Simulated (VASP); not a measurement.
Se:

```
Se
1.0
     4.39512    0.00000    0.00000
    -2.19756    3.80628    0.00000
     0.00000    0.00000    4.98641
Se
3
Direct
  0.77460 0.77460 0.00000
  0.00000 0.22540 0.66667
  0.22540 0.00000 0.33333
```

This cell differs from its parent crystal: volume scaled by 1.02.

Base run:

* Program: VASP 6.6.1
* Functional: PBEsol
* Potentials or basis: VASP PAW PBE potentials, release 64 (Se)
* Cutoff: 520 eV
* k mesh: 7 × 7 × 6
* Occupations: fermi-dirac, width 0.05 eV
* Spin: no spin polarisation

Its results: band gap on the k mesh 1.15 eV, indirect (least direct gap 1.41 eV); pressure -0.7 GPa; largest force 0.128 eV/Å.

Question: The run is repeated on the same cell with these changes: functional from PBEsol to r2SCAN. What comes out?

Answer: Band gap on the k mesh 1.42 eV, indirect (least direct gap 1.67 eV); pressure 0.2 GPa; largest force 0.138 eV/Å.

r2SCAN gives the wider gap, since meta-GGAs in the generalised Kohn-Sham scheme recover part of the derivative discontinuity.

Caveats: the PAW data sets were made with another functional, which shifts forces and pressure a little.

A k mesh can miss the band edges.
